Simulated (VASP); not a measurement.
A run of VASP 6.6.1 is set up as follows.

INCAR

```
ALGO     = Normal         # electronic algorithm
EDIFF    = 1E-7           # SCF threshold, eV
ENCUT    = 520            # plane-wave cutoff, eV
GGA      = PS             # functional
ISIF     = 2              # what is computed and relaxed
ISMEAR   = 0              # smearing method
LASPH    = T              # aspherical terms in the spheres
LCHARG   = T              # write CHGCAR
LELF     = T              # ELF
LREAL    = F              # projectors in reciprocal space
LVHAR    = T            
LWAVE    = F              # write WAVECAR
NBANDS   = 18             # bands
NELM     = 80             # most SCF steps
PREC     = Accurate       # precision mode
SIGMA    = 0.1            # smearing width, eV
```

File KPOINTS:

```
k-points
0
Gamma
  10 10 16
```

POSCAR

```
Si3Br
1.0
    4.7899581927      0.0000000000      0.0000000000
    0.0000000000      4.7899581927      0.0000000000
    0.0000000000      0.0000000000      3.0149038926
Si Br
3 1
Direct
    0.0000000000      0.5000000000      0.5000000000
    0.5000000000      0.0000000000      0.5000000000
    0.5000000000      0.5000000000      0.0000000000
    0.0000000000      0.0000000000      0.0000000000
```

Potentials or basis: VASP PAW PBE potentials, release 64 (Si, Br).

Launch:

```console
$ cat potpaw_PBE.64/Si/POTCAR potpaw_PBE.64/Br/POTCAR > POTCAR
$ mpirun -np 1 vasp_std > vasp.out
```

(1) Estimate the pressure.

(2) Estimate the band gap on the k mesh.

Results:

(1) 0.1 GPa.

(2) zero (an odd number of electrons rules out a gap without spin polarisation).

Caveat: the PAW data sets were made with another functional, which shifts forces and pressure a little; an odd number of electrons without spin polarisation forces a metal; a magnetic or distorted state may lie lower.
